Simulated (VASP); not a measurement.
# Be2C (I4/mmm) in VASP: a series of runs

Be2C is run at these levels: HSE06; tasks: single point.

Everything below comes from runs of VASP 6.6.1. Logs are shortened: lines on timing, memory, paths and dates and some standing lists are left out, and cuts for length are marked.

## Step 1: The cell of the first run

The structure is tetragonal, space group I4/mmm (No. 139). The conventional cell has a = 3.055 Å, b = 3.055 Å, c = 4.376 Å, α = 90.00°, β = 90.00°, γ = 90.00°. Within 2.5 Å of C (site symmetry 4/mmm) lie 8 Be at 1.88 Å. Within 2.5 Å of Be (site symmetry -4m2) lie 4 C at 1.88 Å and 6 Be at 2.16 to 2.19 Å.

## Step 2: Single point, HSE06 (uniaxial z strain +1.3%)

Input file POSCAR:

```
Be2C
1.0
    0.0000000000      2.1604856385      2.1879238061
    2.1604856385      0.0000000000      2.1879238061
    2.1604856385      2.1604856385      0.0000000000
C Be
1 2
Direct
    0.0000000000      0.0000000000      0.0000000000
    0.2500000000      0.2500000000      0.2500000000
    0.7500000000      0.7500000000      0.7500000000
```

Input file INCAR.step1:

```
PREC = Accurate
ENCUT = 520
EDIFF = 1E-5
ISMEAR = 0
SIGMA = 0.01
LREAL = F
LASPH = T
NELM = 120
ALGO = Normal
ISIF = 2
LWAVE = T
LCHARG = F
GGA = PE
NBANDS = 11
GGA_COMPAT = F
```

Input file INCAR.step2:

```
PREC = Accurate
ENCUT = 520
EDIFF = 1E-6
ISMEAR = 0
SIGMA = 0.01
LREAL = F
LASPH = T
NELM = 120
ALGO = Normal
ISIF = 2
LWAVE = F
LCHARG = F
GGA = PE
LHFCALC = T
HFSCREEN = 0.2079
PRECFOCK = Normal
ISTART = 1
NBANDS = 11
GGA_COMPAT = F
```

Input file KPOINTS:

```
Automatic mesh
0
Gamma
  8 8 8
```

Potentials or basis: VASP PAW PBE potentials, release 64 (C, Be).

The run is started by

```console
$ cat potpaw_PBE.64/C/POTCAR potpaw_PBE.64/Be/POTCAR > POTCAR
$ cp INCAR.step1 INCAR
$ mpirun -np 1 vasp_std > vasp.out
$ cp INCAR.step2 INCAR
$ mpirun -np 1 vasp_std > vasp.out
```

OUTCAR:

```text
PREC = Accurate
   ENCUT = 520
   EDIFF = 1E-6
   ISMEAR = 0
   LREAL = F
   LASPH = T
   NELM = 120
   ISIF = 2
   GGA = PE
   LHFCALC = T
   HFSCREEN = 0.2079
   PRECFOCK = Normal
   ISTART = 1

 ion  position               nearest neighbor table
   1  0.000  0.000  0.000-   3 1.88   3 1.88   3 1.88   2 1.88   3 1.88   2 1.88   2 1.88   2 1.88

   2  0.250  0.250  0.250-   1 1.88   1 1.88   1 1.88   1 1.88   3 2.16   3 2.16   3 2.16   3 2.16
                             3 2.19   3 2.19
   3  0.750  0.750  0.750-   1 1.88   1 1.88   1 1.88   1 1.88   2 2.16   2 2.16   2 2.16   2 2.16
                             2 2.19   2 2.19

  LATTYP: Found a body centered tetragonal cell.
 ALAT       =     3.0553880913
 C/A-ratio  =     1.4321740746

  Lattice vectors:

 A1 = (  -2.1604856385,   0.0000000000,   2.1879238061)
 A2 = (   2.1604856385,   0.0000000000,   2.1879238061)
 A3 = (   0.0000000000,   2.1604856385,  -2.1879238061)

Analysis of symmetry for initial positions (statically):
=====================================================================
 Subroutine PRICEL returns:
 Original cell was already a primitive cell.

 Routine SETGRP: Setting up the symmetry group for a
 body centered tetragonal supercell.

 Subroutine GETGRP returns: Found 16 space group operations
 (whereof 16 operations were pure point group operations)
 out of a pool of 16 trial point group operations.

The static configuration has the point symmetry D_4h.

Analysis of symmetry for dynamics (positions and initial velocities):
=====================================================================
 Subroutine PRICEL returns:
 Original cell was already a primitive cell.

 Routine SETGRP: Setting up the symmetry group for a
 body centered tetragonal supercell.

 Subroutine GETGRP returns: Found 16 space group operations
 (whereof 16 operations were pure point group operations)
 out of a pool of 16 trial point group operations.

The dynamic configuration has the point symmetry D_4h.

 Subroutine INISYM returns: Found 16 space group operations
 (whereof 16 operations are pure point group operations),
 and found     1 'primitive' translations

----------------------------------------------------------------------------------------

                                     Primitive cell

  volume of cell :      20.4251

  direct lattice vectors                    reciprocal lattice vectors
     0.000000000  2.160485638  2.187923806    -0.231429449  0.231429449  0.228527154
[... 108 lines left out ...]
     AMIX_MAG =   1.60;   BMIX_MAG =  1.00
  volume/ion in A,a.u.               =       6.81        45.95
  Fermi-wavevector in a.u.,A,eV,Ry     =   1.197797  2.263508 19.520515  1.434717
  Thomas-Fermi vector in A             =   2.333702
   LORBIT       =      0    0 simple, 1 ext, 2 COOP (PROOUT), +10 PAW based schemes
   GGA     = PE    functional components
   LHFCALC =     T    Hartree Fock is set to
   PRECFOCK=normal    Normal, Fast or Accurate (Low or Medium for compatibility)
   ENCUT4O =  -1.0   cutoff for four orbital integrals eV
   NKREDX  =     1    reduce k-point grid by
   NKREDY  =     1    reduce k-point grid by
   NKREDZ  =     1    reduce k-point grid by
   AEXX    =    0.2500 exact exchange contribution
   HFSCREEN=    0.2079 screening length (either q_TF or 0.3 A-1)
   HFSCREENC=   0.2079 screening length for correlation (either q_TF or 0.3 A-1)
   ENCUTFOCK=  -1.0 apply spherical cutoff to Coloumb kernel
   IVDW    =     0    specifies the selected vdW correction
   LEPSILON=     F    determine dielectric tensor
   LRPA    =     F    only Hartree local field effects (RPA)
 non-spin polarized calculation
 Gauss-broadening in eV      SIGMA  =   0.01
  energy-cutoff  :      520.00
  volume of cell :       20.43
 maximum number of plane-waves:       560
  NGX = 18; NGY = 18; NGZ = 18

 number of electron       8.0000000 magnetization

 Free energy of the ion-electron system (eV)
  ---------------------------------------------------
  ext. energy  EPLUGINS =         0.00000000
  ---------------------------------------------------
  free energy    TOTEN  =       -19.07032981 eV

  energy without entropy =      -19.07032981  energy(sigma->0) =      -19.07032981

 E-fermi :   7.2839     XC(G=0):  -9.3744

 val. band max:        7.2320219828   @ k =   0.0000   0.0000   0.0000
 cond. band min:       9.0275451348   @ k =   0.5000   0.0000   0.5000
 fundamental gap:      1.7955231520
 Fermi energy:         7.2838691398

 k-point     1 :       0.0000    0.0000    0.0000
  band No.  band energies     occupation
      1      -9.4586      2.00000
      2       7.1221      2.00000
      3       7.2320      2.00000
      4       7.2320      2.00000
      5      12.2310      0.00000
      6      12.2310      0.00000
      7      12.4228      0.00000
      8      15.1043      0.00000
      9      21.4368      0.00000
     10      21.9477      0.00000
     11      21.9477      0.00000
[... 309 lines left out ...]
 k-point    24 :       0.3750   -0.0000    0.1250
  band No.  band energies     occupation
      1      -7.3818      2.00000
      2       0.0657      2.00000
      3       4.3793      2.00000
      4       5.0251      2.00000
      5      12.9252      0.00000
      6      15.0532      0.00000
      7      15.8292      0.00000
      8      16.5978      0.00000
      9      20.6078      0.00000
     10      23.2399      0.00000
     11      25.3857      0.00000

 [... further k-points ...]

------------------------ aborting loop because EDIFF is reached ----------------------------------------

  FORCE on cell =-STRESS in cart. coord.  units (eV):
  Direction    XX          YY          ZZ          XY          YZ          ZX
  --------------------------------------------------------------------------------------
  -------------------------------------------------------------------------------------
  Total       -0.2538428     -0.2538428     -1.1897660      0.0000000     -0.0000000      0.0000000
  in kB      -19.9117956    -19.9117956    -93.3269739      0.0000000     -0.0000000      0.0000000
  external PRESSURE =     -44.3835217 kB  Pullay stress =       0.0000000 kB

 VOLUME and BASIS-vectors are now :
 -----------------------------------------------------------------------------
  energy-cutoff  :      520.00
  volume of cell :       20.43
      direct lattice vectors                 reciprocal lattice vectors
     0.000000000  2.160485638  2.187923806    -0.231429449  0.231429449  0.228527154
     2.160485638  0.000000000  2.187923806     0.231429449 -0.231429449  0.228527154
     2.160485638  2.160485638  0.000000000     0.231429449  0.231429449 -0.228527154

 POSITION                                       TOTAL-FORCE (eV/Angst)
 -----------------------------------------------------------------------------------
      0.00000      0.00000      0.00000         0.000000     -0.000000      0.000000
      1.08024      1.08024      1.09396         0.000000      0.000000      0.000000
      3.24073      3.24073      3.28189        -0.000000     -0.000000     -0.000000
 -----------------------------------------------------------------------------------
    total drift:                               -0.000000     -0.000000      0.000000

  FREE ENERGIE OF THE ION-ELECTRON SYSTEM (eV)
  ---------------------------------------------------
  free  energy   TOTEN  =       -19.0703298074 eV

  energy  without entropy=      -19.0703298074  energy(sigma->0) =      -19.07032981
```

OSZICAR.step1:

```text
N       E                     dE             d eps       ncg     rms          rms(c)
DAV:   1     0.272406947591E+01    0.27241E+01   -0.39095E+03  1298   0.663E+02
DAV:   2    -0.179032802034E+02   -0.20627E+02   -0.19593E+02  1801   0.119E+02
DAV:   3    -0.185452305974E+02   -0.64195E+00   -0.63944E+00  1723   0.162E+01
DAV:   4    -0.185483413878E+02   -0.31108E-02   -0.31102E-02  1491   0.132E+00
DAV:   5    -0.185483562567E+02   -0.14869E-04   -0.14869E-04  1670   0.804E-02    0.532E+00
DAV:   6    -0.175109828096E+02    0.10374E+01   -0.31056E+00  1364   0.832E+00    0.210E+00
DAV:   7    -0.174603061672E+02    0.50677E-01   -0.18157E-01  1582   0.289E+00    0.127E+00
DAV:   8    -0.174514121112E+02    0.88941E-02   -0.11223E-02  1397   0.116E+00    0.216E-01
DAV:   9    -0.174512226479E+02    0.18946E-03   -0.27803E-04  1580   0.104E-01    0.124E-01
DAV:  10    -0.174512266497E+02   -0.40019E-05   -0.16193E-04  1546   0.841E-02    0.118E-02
DAV:  11    -0.174512263087E+02    0.34106E-06   -0.20814E-05  1282   0.236E-02
   1 F= -.17451226E+02 E0= -.17451226E+02  d E =-.977774E-63
```

Run time: 53 min. Hardware: 1 thread of Intel Xeon Platinum 8259CL at 2.50GHz (Skylake/Cascade Lake), shared host; peak memory 0.26 GiB.

Results:

```
Free energy            : -19.0703 eV
Pressure               : -4.4 GPa
Band gap on the k mesh : 1.80 eV (least direct gap 5.00 eV)
```

Stress tensor (GPa, compression positive):
```
-1.99  0.00  0.00
 0.00 -1.99  0.00
 0.00  0.00 -9.33
```

Levels at points of the mesh, in eV from the valence-band top:
```tsv
k point	band 2	band 3	band 4	band 5	band 6	band 7
(0.00, 0.00, 0.00)	-0.11	0.00	0.00	5.00	5.00	5.19
(0.50, 0.00, 0.00)	-9.63	-2.12	-1.96	5.87	6.05	8.12
(0.50, 0.50, 0.00)	-7.68	-5.11	-5.11	1.97	6.81	14.90
(0.50, 0.00, 0.50)	-7.50	-5.28	-5.21	1.80	6.57	14.72
```

Caveat: the cell differs from its parent crystal (uniaxial z strain +1.3%); the stress differs along the axes, from -9 to -2 GPa; the structure was generated, so it needn't be the stable form of Be2C; the PAW data sets were made with another functional, which shifts forces and pressure a little.

## Step 3: Single point, HSE06 (uniaxial x strain +0.4%)

Input file POSCAR:

```
Be2C
1.0
    0.0000000000      2.1604856385      2.1604856385
    2.1695596782      0.0000000000      2.1604856385
    2.1695596782      2.1604856385      0.0000000000
C Be
1 2
Direct
    0.0000000000      0.0000000000      0.0000000000
    0.2500000000      0.2500000000      0.2500000000
    0.7500000000      0.7500000000      0.7500000000
```

Input file INCAR.step1:

```
SYSTEM = Be2C
PREC     = Accurate       ! precision mode
ENCUT    = 520            ! plane-wave cutoff, eV
EDIFF    = 1E-5           ! SCF threshold, eV
ISMEAR   = 0              ! smearing method
SIGMA    = 0.01           ! smearing width, eV
LREAL    = .False.        ! projectors in reciprocal space
LASPH    = .True.         ! aspherical terms in the spheres
NELM     = 120            ! most SCF steps
ALGO     = Normal         ! electronic algorithm
ISIF     = 2              ! what is computed and relaxed
LWAVE    = .True.         ! write WAVECAR
LCHARG   = .False.        ! write CHGCAR
GGA      = PE             ! functional
NBANDS   = 11             ! bands
GGA_COMPAT= .False.
```

Input file INCAR.step2:

```
SYSTEM = Be2C
PREC     = Accurate       ! precision mode
ENCUT    = 520            ! plane-wave cutoff, eV
EDIFF    = 1E-6           ! SCF threshold, eV
ISMEAR   = 0              ! smearing method
SIGMA    = 0.01           ! smearing width, eV
LREAL    = .False.        ! projectors in reciprocal space
LASPH    = .True.         ! aspherical terms in the spheres
NELM     = 120            ! most SCF steps
ALGO     = Normal         ! electronic algorithm
ISIF     = 2              ! what is computed and relaxed
LWAVE    = .False.        ! write WAVECAR
LCHARG   = .False.        ! write CHGCAR
GGA      = PE             ! functional
LHFCALC  = .True.         ! exact exchange
HFSCREEN = 0.2079         ! screening, 1/A
PRECFOCK = Normal       
ISTART   = 1            
NBANDS   = 11             ! bands
GGA_COMPAT= .False.
```

Input file KPOINTS:

```
Automatic mesh
0
Gamma
  8 8 8
  0 0 0
```

Potentials or basis: VASP PAW PBE potentials, release 64 (C, Be).

The run is started by

```console
$ cat potpaw_PBE.64/C/POTCAR potpaw_PBE.64/Be/POTCAR > POTCAR
$ cp INCAR.step1 INCAR
$ mpirun -np 1 vasp_std > vasp.out
$ cp INCAR.step2 INCAR
$ mpirun -np 1 vasp_std > vasp.out
```

Run time: 58 min. Hardware: 1 thread of AMD EPYC 7R13 (Zen 3), shared host; peak memory 0.23 GiB.

The run converged. Its results:

| Item | Value |
| --- | --- |
| Free energy | -19.0776 eV |
| Pressure | -2.8 GPa |
| Band gap on the k mesh | 1.86 eV (least direct gap 5.08 eV) |

Stress tensor (GPa, compression positive):
```
-4.40  0.00  0.00
 0.00 -1.94  0.00
 0.00  0.00 -1.94
```

Levels at points of the mesh, in eV from the valence-band top:
```
           k point  band 1  band 2  band 3  band 4  band 5  band 6  band 7  band 8  band 9
(0.00, 0.00, 0.00)  -16.73   -0.04    0.00    0.00    5.08    5.08    5.15    8.00   14.52
(0.50, 0.00, 0.00)  -13.58   -9.66   -2.06   -2.00    5.98    6.03    8.23   11.20   16.21
(0.50, 0.50, 0.00)  -12.72   -7.55   -5.24   -5.22    1.86    6.71   14.98   15.13   17.31
(0.00, 0.50, 0.50)  -12.75   -7.61   -5.18   -5.18    1.92    6.79   15.05   15.05   17.23
```

Caveat: the cell differs from its parent crystal (uniaxial x strain +0.4%); the structure was generated, so it needn't be the stable form of Be2C; the PAW data sets were made with another functional, which shifts forces and pressure a little. A k mesh can miss the band edges.
